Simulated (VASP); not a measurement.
# Te2Mo (P6_3/mmc) in VASP: further runs, part 2 of 2

VASP 6.6.1. Earlier steps stand in the parts before.

### 4 Single point, PBEsol

This run uses another cell than the first one, of 24.68 Å³/atom.

Input file INCAR:

```
PREC = Accurate ; ENCUT = 520
EDIFF = 1E-6 ; ISMEAR = 0
SIGMA = 0.02 ; LREAL = F
LASPH = T ; NELM = 60
ALGO = Normal ; ISIF = 2
LWAVE = F ; LCHARG = F
GGA = PS ; NBANDS = 35
```

Input file KPOINTS:

```
regular mesh
0
Gamma
  12 12 2
```

Input file POSCAR:

```
Te2Mo
1.0
    3.4941841252      0.0000000000      0.0000000000
   -1.7470920626      3.0260522179      0.0000000000
    0.0000000000      0.0000000000     14.0056278595
Te Mo
4 2
Direct
    0.3333333333      0.6666666667      0.6211204770
    0.6666666667      0.3333333333      0.1211204770
    0.6666666667      0.3333333333      0.3788795230
    0.3333333333      0.6666666667      0.8788795230
    0.3333333333      0.6666666667      0.2500000000
    0.6666666667      0.3333333333      0.7500000000
```

Potentials or basis: VASP PAW PBE potentials, release 64 (Te, Mo_sv).

Command:

```console
> cat potpaw_PBE.64/Te/POTCAR potpaw_PBE.64/Mo_sv/POTCAR > POTCAR
> mpirun -np 1 vasp_std > vasp.out
```

OUTCAR:

```text
PREC = Accurate
   ENCUT = 520
   EDIFF = 1E-6
   ISMEAR = 0
   LREAL = F
   LASPH = T
   NELM = 60
   ISIF = 2
   GGA = PS

 ion  position               nearest neighbor table
   1  0.333  0.667  0.621-   6 2.71   6 2.71   6 2.71   4 3.61
   2  0.667  0.333  0.121-   5 2.71   5 2.71   5 2.71   3 3.61
   3  0.667  0.333  0.379-   5 2.71   5 2.71   5 2.71   2 3.61
   4  0.333  0.667  0.879-   6 2.71   6 2.71   6 2.71   1 3.61
   5  0.333  0.667  0.250-   2 2.71   3 2.71   2 2.71   3 2.71   2 2.71   3 2.71
   6  0.667  0.333  0.750-   1 2.71   4 2.71   1 2.71   4 2.71   1 2.71   4 2.71

  LATTYP: Found a hexagonal cell.
 ALAT       =     3.4941841252
 C/A-ratio  =     4.0082684134

  Lattice vectors:

 A1 = (   3.4941841252,   0.0000000000,   0.0000000000)
 A2 = (  -1.7470920626,   3.0260522179,   0.0000000000)
 A3 = (   0.0000000000,   0.0000000000,  14.0056278595)

Analysis of symmetry for initial positions (statically):
=====================================================================
 Subroutine PRICEL returns:
 Original cell was already a primitive cell.

 Routine SETGRP: Setting up the symmetry group for a
 hexagonal supercell.

[... 181 lines left out ...]
 fundamental gap:      0.7654081801
 Fermi energy:         8.2742529675

 k-point     1 :       0.0000    0.0000    0.0000
  band No.  band energies     occupation
      1     -52.5516      2.00000
      2     -52.5516      2.00000
      3     -26.7627      2.00000
      4     -26.7627      2.00000
      5     -26.6137      2.00000
      6     -26.6137      2.00000
[... 901 lines left out ...]
     34      11.7264      0.00000
     35      13.3520      0.00000

 [... further k-points ...]

------------------------ aborting loop because EDIFF is reached ----------------------------------------

  FORCE on cell =-STRESS in cart. coord.  units (eV):
  Direction    XX          YY          ZZ          XY          YZ          ZX
  --------------------------------------------------------------------------------------
  -------------------------------------------------------------------------------------
  Total        0.0792404      0.0792404      0.2054861      0.0000000     -0.0000000      0.0000000
  in kB        0.8572991      0.8572991      2.2231473      0.0000000     -0.0000000      0.0000000
  external PRESSURE =       1.3125818 kB  Pullay stress =       0.0000000 kB

 VOLUME and BASIS-vectors are now :
 -----------------------------------------------------------------------------
  energy-cutoff  :      520.00
  volume of cell :      148.09
      direct lattice vectors                 reciprocal lattice vectors
     3.494184125  0.000000000  0.000000000     0.286189841  0.165231782  0.000000000
    -1.747092063  3.026052218  0.000000000     0.000000000  0.330463564  0.000000000
     0.000000000  0.000000000 14.005627860     0.000000000  0.000000000  0.071399869

 POSITION                                       TOTAL-FORCE (eV/Angst)
 -----------------------------------------------------------------------------------
     -0.00000      2.01737      8.69918         0.000000      0.000000     -0.032718
      1.74709      1.00868      1.69637         0.000000     -0.000000     -0.032718
      1.74709      1.00868      5.30645         0.000000     -0.000000      0.032718
     -0.00000      2.01737     12.30926         0.000000      0.000000      0.032718
     -0.00000      2.01737      3.50141        -0.000000      0.000000      0.000000
      1.74709      1.00868     10.50422         0.000000     -0.000000      0.000000
 -----------------------------------------------------------------------------------
    total drift:                                0.000000     -0.000000      0.000000

  FREE ENERGIE OF THE ION-ELECTRON SYSTEM (eV)
  ---------------------------------------------------
  free  energy   TOTEN  =       -39.3954691246 eV

  energy  without entropy=      -39.3954691246  energy(sigma->0) =      -39.39546912
```

OSZICAR:

```text
N       E                     dE             d eps       ncg     rms          rms(c)
DAV:   1     0.389875322179E+03    0.38988E+03   -0.26919E+04  3076   0.133E+03
DAV:   2    -0.189767489341E+02   -0.40885E+03   -0.39571E+03  3283   0.319E+02
DAV:   3    -0.403501281087E+02   -0.21373E+02   -0.20951E+02  3249   0.628E+01
DAV:   4    -0.408473864081E+02   -0.49726E+00   -0.49476E+00  3122   0.949E+00
DAV:   5    -0.408595001735E+02   -0.12114E-01   -0.12109E-01  3396   0.154E+00    0.234E+01
DAV:   6    -0.399203770278E+02    0.93912E+00   -0.61683E+00  2914   0.135E+01    0.894E+00
DAV:   7    -0.398425462940E+02    0.77831E-01   -0.48836E+00  2789   0.106E+01    0.623E+00
DAV:   8    -0.393994180639E+02    0.44313E+00   -0.10383E+00  2820   0.551E+00    0.284E+00
DAV:   9    -0.394039677454E+02   -0.45497E-02   -0.20281E-01  3091   0.201E+00    0.122E+00
DAV:  10    -0.393953589032E+02    0.86088E-02   -0.37596E-02  2882   0.114E+00    0.386E-01
DAV:  11    -0.393956532451E+02   -0.29434E-03   -0.23825E-03  2934   0.233E-01    0.233E-01
DAV:  12    -0.393955481313E+02    0.10511E-03   -0.31001E-04  3100   0.876E-02    0.196E-01
DAV:  13    -0.393954866251E+02    0.61506E-04   -0.99397E-05  2885   0.517E-02    0.105E-01
DAV:  14    -0.393954739499E+02    0.12675E-04   -0.27141E-05  3016   0.246E-02    0.532E-02
DAV:  15    -0.393954701063E+02    0.38436E-05   -0.45539E-06  2612   0.111E-02    0.247E-02
DAV:  16    -0.393954691246E+02    0.98168E-06   -0.16562E-06  1771   0.717E-03
   1 F= -.39395469E+02 E0= -.39395469E+02  d E =-.432450E-30
```

Wall time 4.4 min (1 thread of Intel Xeon 8259CL, shared host); peak memory 0.38 GiB.

Results:

```yaml
Free_energy: -39.3955 eV
Pressure: 0.1 GPa
Largest_force: 0.033 eV/Å
Band_gap_on_the_k_mesh: 0.77 eV (least direct gap 1.09 eV)
```

Forces in eV/Å, atoms in the order of the input:
```
Te   0.000  0.000 -0.033
Te   0.000  0.000 -0.033
Te   0.000  0.000  0.033
Te   0.000  0.000  0.033
Mo   0.000  0.000  0.000
Mo   0.000  0.000  0.000
```

Stress tensor (GPa, compression positive):
```
0.09 0.00 0.00
0.00 0.09 0.00
0.00 0.00 0.22
```

Levels at points of the mesh, in eV from the valence-band top:
```tsv
k point	band 22	band 23	band 24	band 25	band 26	band 27	band 28	band 29	band 30	band 31
(0.00, 0.00, 0.00)	-0.99	-0.96	-0.96	-0.35	0.00	3.04	3.04	3.16	3.16	3.27
(0.50, 0.00, 0.00)	-1.81	-1.00	-0.96	-0.51	-0.22	1.36	1.41	1.51	1.87	2.65
(0.00, 0.00, 0.50)	-0.98	-0.98	-0.98	-0.09	-0.09	3.07	3.07	3.07	3.07	3.42
(0.50, 0.00, 0.50)	-1.92	-0.96	-0.96	-0.37	-0.37	1.38	1.38	1.71	1.71	3.09
```

Caveat: semilocal functionals underestimate gaps, and a narrow one can read as zero; the PAW data sets were made with another functional, which shifts forces and pressure a little; spin-orbit coupling is left out, which moves the levels of the heavy elements; this functional lacks dispersion, which binds layers or chains, so the pressure and a relaxed spacing across them are unreliable.
